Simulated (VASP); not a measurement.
# P (Im-3m) in VASP: a series of runs

P is run at these levels: PBEsol; tasks: single point.

Everything below comes from runs of VASP 6.6.1. Logs are shortened: lines on timing, memory, paths and dates and some standing lists are left out, and cuts for length are marked.

### 1 The cell of the first run

Symmetry: Im-3m, No. 229, cubic system. Conventional cell: a = 2.597 Å, b = 2.597 Å, c = 2.597 Å, α = 90.00°, β = 90.00°, γ = 90.00°. P (site symmetry m-3m) has 14 P at 2.25 to 2.60 Å within 3.0 Å.

This isn't the form of P at room conditions, which is orthorhombic.

### 2 Single point, PBEsol

The input, INCAR:

```
SYSTEM = P
PREC = Accurate
ENCUT = 500
EDIFF = 1E-6
ISMEAR = 0
SIGMA = 0.1
LREAL = .FALSE.
LASPH = .TRUE.
NELM = 120
ALGO = Normal
ISIF = 2
LWAVE = .FALSE.
LCHARG = .FALSE.
GGA = PS
NBANDS = 8
GGA_COMPAT = .FALSE.
```

The input, KPOINTS:

```
regular mesh
0
G
  24 24 24
  0 0 0
```

The input, POSCAR:

```
P
1.0
   -1.2982579615      1.2982579615      1.2982579615
    1.2982579615     -1.2982579615      1.2982579615
    1.2982579615      1.2982579615     -1.2982579615
P
1
Direct
    0.0000000000      0.0000000000      0.0000000000
```

Potentials or basis: VASP PAW PBE potentials, release 64 (P).

The run is started by

```sh
$ cat potpaw_PBE.64/P/POTCAR > POTCAR
$ mpirun -np 1 vasp_std > vasp.out
```

OUTCAR:

```text
SYSTEM = P
   PREC = Accurate
   ENCUT = 500
   EDIFF = 1E-6
   ISMEAR = 0
   LREAL = .FALSE.
   LASPH = .TRUE.
   NELM = 120
   ISIF = 2
   GGA = PS

 ion  position               nearest neighbor table
   1  0.000  0.000  0.000-

  LATTYP: Found a body centered cubic cell.
 ALAT       =     2.5965159230

  Lattice vectors:

 A1 = (  -1.2982579615,   1.2982579615,   1.2982579615)
 A2 = (   1.2982579615,  -1.2982579615,   1.2982579615)
 A3 = (   1.2982579615,   1.2982579615,  -1.2982579615)

Analysis of symmetry for initial positions (statically):
=====================================================================
 Subroutine PRICEL returns:
 Original cell was already a primitive cell.

 Routine SETGRP: Setting up the symmetry group for a
 body centered cubic supercell.

 Subroutine GETGRP returns: Found 48 space group operations
 (whereof 48 operations were pure point group operations)
 out of a pool of 48 trial point group operations.

The static configuration has the point symmetry O_h .

Analysis of symmetry for dynamics (positions and initial velocities):
=====================================================================
 Subroutine PRICEL returns:
 Original cell was already a primitive cell.

 Routine SETGRP: Setting up the symmetry group for a
 body centered cubic supercell.

 Subroutine GETGRP returns: Found 48 space group operations
 (whereof 48 operations were pure point group operations)
 out of a pool of 48 trial point group operations.

The dynamic configuration has the point symmetry O_h .

 Subroutine INISYM returns: Found 48 space group operations
 (whereof 48 operations are pure point group operations),
 and found     1 'primitive' translations

----------------------------------------------------------------------------------------

                                     Primitive cell

  volume of cell :       8.7527

  direct lattice vectors                    reciprocal lattice vectors
    -1.298257962  1.298257962  1.298257962     0.000000000  0.385131472  0.385131472
     1.298257962 -1.298257962  1.298257962     0.385131472  0.000000000  0.385131472
     1.298257962  1.298257962 -1.298257962     0.385131472  0.385131472  0.000000000

  length of vectors
     2.248648751  2.248648751  2.248648751     0.544658151  0.544658151  0.544658151

  position of ions in fractional coordinates (direct lattice)
     0.000000000  0.000000000  0.000000000

  ion indices of the primitive-cell ions
   primitive index   ion index
                 1           1

----------------------------------------------------------------------------------------

 KPOINTS: regular mesh

Automatic generation of k-mesh.
 Grid dimensions read from file:
 generate k-points for:   24   24   24

 Generating k-lattice:

  Cartesian coordinates                     Fractional coordinates (reciprocal lattice)
     0.000000000  0.016047145  0.016047145     0.041666667  0.000000000  0.000000000
     0.016047145  0.000000000  0.016047145     0.000000000  0.041666667  0.000000000
     0.016047145  0.016047145  0.000000000     0.000000000  0.000000000  0.041666667

  Length of vectors
     0.022694090  0.022694090  0.022694090

  Shift w.r.t. Gamma in fractional coordinates (k-lattice)
     0.000000000  0.000000000  0.000000000

 Subroutine IBZKPT returns following result:
 ===========================================

 Found    413 irreducible k-points:

 Following reciprocal coordinates:
            Coordinates               Weight
  0.000000  0.000000  0.000000      1.000000
  0.041667  0.000000  0.000000     12.000000
  0.083333  0.000000  0.000000     12.000000
  0.125000  0.000000  0.000000     12.000000
  0.166667  0.000000  0.000000     12.000000
  0.208333  0.000000  0.000000     12.000000
[... 16 lines left out ...]
  0.416667  0.041667  0.000000     48.000000
  0.458333  0.041667  0.000000     48.000000
 [... further k-points ...]
   k-points           NKPTS =    413   k-points in BZ     NKDIM =    413   number of bands    NBANDS=      8
   number of dos      NEDOS =    301   number of ions     NIONS =      1
   total plane-waves  NPLWV =   4096
   dimension x,y,z NGX =    16 NGY =   16 NGZ =   16
   dimension x,y,z NGXF=    32 NGYF=   32 NGZF=   32
   ions per type =               1
   NGX,Y,Z   is equivalent  to a cutoff of  11.83, 11.83, 11.83 a.u.
   NGXF,Y,Z  is equivalent  to a cutoff of  23.66, 23.66, 23.66 a.u.
 SYSTEM =  P
   PREC   = accura    normal or accurate (medium, high low for compatibility)
   ISTART =      0    job   : 0-new  1-cont  2-samecut
   ICHARG =      2    charge: 1-file 2-atom 10-const
   ISPIN  =      1    spin polarized calculation?
   LNONCOLLINEAR =      F non collinear calculations
   LSORBIT =      F    spin-orbit coupling
   LASPH  =      T    aspherical Exc in radial PAW
   ENCUT  =  500.0 eV  36.75 Ry    6.06 a.u.   4.10  4.10  4.10*2*pi/ulx,y,z
   NELM   =    120;   NELMIN=  2; NELMDL= -5     # of ELM steps
   EDIFF  = 0.1E-05   stopping-criterion for ELM
   LREAL  =      F    real-space projection
   EDIFFG = 0.1E-04   stopping-criterion for IOM
   NSW    =      0    number of steps for IOM
   IBRION =     -1    ionic relax: 0-MD 1-quasi-New 2-CG
   NFREE  =      0    steps in history (QN), initial steepest desc. (CG)
   ISIF   =      2    stress and relaxation
   ISYM   =      2    0-nonsym 1-usesym 2-fastsym
   POTIM  = 0.5000    time-step for ionic-motion
   TEBEG  =    0.0;   TEEND  =   0.0 temperature during run
   PSTRESS=    0.0 pullay stress
   NELECT =       5.0000    total number of electrons
   NUPDOWN=      -1.0000    fix difference up-down
   EMIN   =  10.00;   EMAX   =-10.00  energy-range for DOS
   EFERMI =   0.00;   METHOD = LEGACY
   ISMEAR =     0;   SIGMA  =   0.10  broadening in eV -4-tet -1-fermi 0-gaus
   EFERMI_NEDOS =   21; number of points for ismear=-14 and -15
   IALGO  =     38    algorithm
   IMIX   =      4    mixing-type and parameters
     AMIX     =   0.40;   BMIX     =  1.00
     AMIX_MAG =   1.60;   BMIX_MAG =  1.00
  volume/ion in A,a.u.               =       8.75        59.07
  Fermi-wavevector in a.u.,A,eV,Ry     =   1.358367  2.566942 25.104944  1.845161
  Thomas-Fermi vector in A             =   2.485207
   LORBIT       =      0    0 simple, 1 ext, 2 COOP (PROOUT), +10 PAW based schemes
   GGA     = PS    functional components
   LHFCALC =     F    Hartree Fock is set to
   AEXX    =    0.0000 exact exchange contribution
   IVDW    =     0    specifies the selected vdW correction
   LEPSILON=     F    determine dielectric tensor
   LRPA    =     F    only Hartree local field effects (RPA)
 non-spin polarized calculation
 Gauss-broadening in eV      SIGMA  =   0.10
  energy-cutoff  :      500.00
  volume of cell :        8.75
 maximum number of plane-waves:       236
   NGX =  9   NGY =  9   NGZ =  9

 number of electron       5.0000002 magnetization

 Free energy of the ion-electron system (eV)
  ---------------------------------------------------
  ext. energy  EPLUGINS =         0.00000000
  ---------------------------------------------------
  free energy    TOTEN  =        -3.95993935 eV

  energy without entropy =       -3.95825989  energy(sigma->0) =       -3.95909962

 E-fermi :  18.6004     XC(G=0): -13.8343

 val. band max:       18.5924342678   @ k =  -0.2917   0.2917   0.2500
 cond. band min:      18.6056446739   @ k =   0.2083   0.1667   0.0000
 fundamental gap:      0.0132104062
 Fermi energy:        18.6004313011

 k-point     1 :       0.0000    0.0000    0.0000
  band No.  band energies     occupation
      1      -4.1687      2.00000
      2      31.9544      0.00000
      3      31.9544      0.00000
      4      31.9544      0.00000
      5      32.0023      0.00000
      6      32.0023      0.00000
      7      32.0023      0.00000
      8      37.3428      0.00000

 k-point     2 :       0.0417    0.0000    0.0000
  band No.  band energies     occupation
      1      -4.0950      2.00000
      2      30.2894      0.00000
      3      30.5670      0.00000
      4      31.7455      0.00000
      5      31.8202      0.00000
      6      33.2445      0.00000
      7      33.5167      0.00000
      8      36.6611      0.00000

 k-point     3 :       0.0833    0.0000    0.0000
  band No.  band energies     occupation
      1      -3.8739      2.00000
      2      28.2075      0.00000
      3      29.2829      0.00000
      4      31.0809      0.00000
      5      31.4377      0.00000
      6      33.9967      0.00000
      7      35.1809      0.00000
      8      35.7796      0.00000

 k-point     4 :       0.1250    0.0000    0.0000
  band No.  band energies     occupation
      1      -3.5059      2.00000
      2      25.8686      0.00000
      3      28.1253      0.00000
      4      30.2061      0.00000
      5      30.8691      0.00000
      6      33.7085      0.00000
      7      35.9470      0.00000
      8      36.9693      0.00000

 k-point     5 :       0.1667    0.0000    0.0000
  band No.  band energies     occupation
      1      -2.9917      2.00000
      2      23.4215      0.00000
      3      27.0934      0.00000
      4      29.2722      0.00000
      5      30.2004      0.00000
      6      32.9330      0.00000
      7      36.7271      0.00000
      8      37.4096      0.00000
[... 177 lines left out ...]
 k-point    22 :       0.3750    0.0417    0.0000
  band No.  band energies     occupation
      1       2.4458      2.00000
      2      10.9121      2.00000
      3      22.9458      0.00000
      4      24.9287      0.00000
      5      28.0292      0.00000
      6      30.3812      0.00000
      7      40.5997      0.00000
      8      43.1607      0.00000

 k-point    23 :       0.4167    0.0417    0.0000
  band No.  band energies     occupation
      1       3.8725      2.00000
      2       8.9702      2.00000
      3      22.6992      0.00000
      4      24.6666      0.00000
      5      27.7862      0.00000
      6      30.1576      0.00000
      7      41.6551      0.00000
      8      43.8923      0.00000

 k-point    24 :       0.4583    0.0417    0.0000
  band No.  band energies     occupation
      1       5.4184      2.00000
      2       7.1663      2.00000
      3      22.5757      0.00000
      4      24.5352      0.00000
      5      27.6639      0.00000
      6      30.0445      0.00000
      7      42.5432      0.00000
      8      44.0238      0.00000

 [... further k-points ...]

------------------------ aborting loop because EDIFF is reached ----------------------------------------

  FORCE on cell =-STRESS in cart. coord.  units (eV):
  Direction    XX          YY          ZZ          XY          YZ          ZX
  --------------------------------------------------------------------------------------
  -------------------------------------------------------------------------------------
  Total        6.5537276      6.5537276      6.5537276     -0.0000000      0.0000000      0.0000000
  in kB     1199.6539618   1199.6539618   1199.6539618     -0.0000000      0.0000000      0.0000000
  external PRESSURE =    1199.6539618 kB  Pullay stress =       0.0000000 kB

 VOLUME and BASIS-vectors are now :
 -----------------------------------------------------------------------------
  energy-cutoff  :      500.00
  volume of cell :        8.75
      direct lattice vectors                 reciprocal lattice vectors
    -1.298257962  1.298257962  1.298257962     0.000000000  0.385131472  0.385131472
     1.298257962 -1.298257962  1.298257962     0.385131472  0.000000000  0.385131472
     1.298257962  1.298257962 -1.298257962     0.385131472  0.385131472  0.000000000

 POSITION                                       TOTAL-FORCE (eV/Angst)
 -----------------------------------------------------------------------------------
      0.00000      0.00000      0.00000         0.000000      0.000000      0.000000
 -----------------------------------------------------------------------------------
    total drift:                               -0.000000     -0.000000      0.000000

  FREE ENERGIE OF THE ION-ELECTRON SYSTEM (eV)
  ---------------------------------------------------
  free  energy   TOTEN  =        -3.9599393450 eV

  energy  without entropy=       -3.9582598886  energy(sigma->0) =       -3.95909962
```

Run time: 15 s. Hardware: 1 thread of Intel Xeon Platinum 8375C at 2.90GHz (Ice Lake), shared host; peak memory 0.12 GiB.

What came out:

```
Free energy            : -3.9599 eV
Pressure               : 120.0 GPa
Band gap on the k mesh : zero (an odd number of electrons rules out a gap without spin polarisation)
```

Caveat: the cell stands under pressure; the PAW data sets were made with another functional, which shifts forces and pressure a little; an odd number of electrons without spin polarisation forces a metal; a magnetic or distorted state may lie lower.

### 3 Single point, PBEsol

This run uses another cell than the first one, of 10.53 Å³/atom.

The input, INCAR:

```
SYSTEM = P
  PREC = Accurate
  ENCUT = 500
  EDIFF = 1E-6
  ISMEAR = 0
  SIGMA = 0.1
  LREAL = .False.
  LASPH = .True.
  NELM = 120
  ALGO = Normal
  ISIF = 2
  LWAVE = .False.
  LCHARG = .False.
  GGA = PS
  NBANDS = 8
  GGA_COMPAT = .False.
```

The input, KPOINTS:

```
Automatic mesh
0
Gamma
  24 24 24
  0 0 0
```

The input, POSCAR:

```
P
1.0
   -1.3806384350      1.3806384350      1.3806384350
    1.3806384350     -1.3806384350      1.3806384350
    1.3806384350      1.3806384350     -1.3806384350
P
1
Direct
    0.0000000000      0.0000000000      0.0000000000
```

Potentials or basis: VASP PAW PBE potentials, release 64 (P).

The run is started by

```sh
$ cat potpaw_PBE.64/P/POTCAR > POTCAR
$ mpirun -np 1 vasp_std > vasp.out
```

It took 37 s on 1 thread of Intel Xeon Platinum 8375C at 2.90GHz (Ice Lake), shared host; peak memory 0.13 GiB.

The run converged. Its results:

* Free energy: -4.8388 eV
* Pressure: 48.1 GPa
* Band gap on the k mesh: zero (an odd number of electrons rules out a gap without spin polarisation)

Levels at points of the mesh, in eV from the Fermi level:
```tsv
k point	band 1	band 2	band 3	band 4	band 5	band 6	band 7	band 8
(0.00, 0.00, 0.00)	-20.18	10.54	10.54	10.54	12.77	12.77	12.77	17.52
(0.50, 0.00, 0.00)	-11.23	-10.71	3.59	6.82	6.97	9.56	22.27	23.00
(0.50, 0.50, 0.50)	-3.51	-3.51	-3.51	-1.54	0.50	0.50	27.71	27.71
```

Caveat: the cell stands under pressure; the PAW data sets were made with another functional, which shifts forces and pressure a little; an odd number of electrons without spin polarisation forces a metal; a magnetic or distorted state may lie lower.

(Continued in part 2 of 2.)

The gap in the log of VASP goes by the Fermi energy; the results here count the filled bands.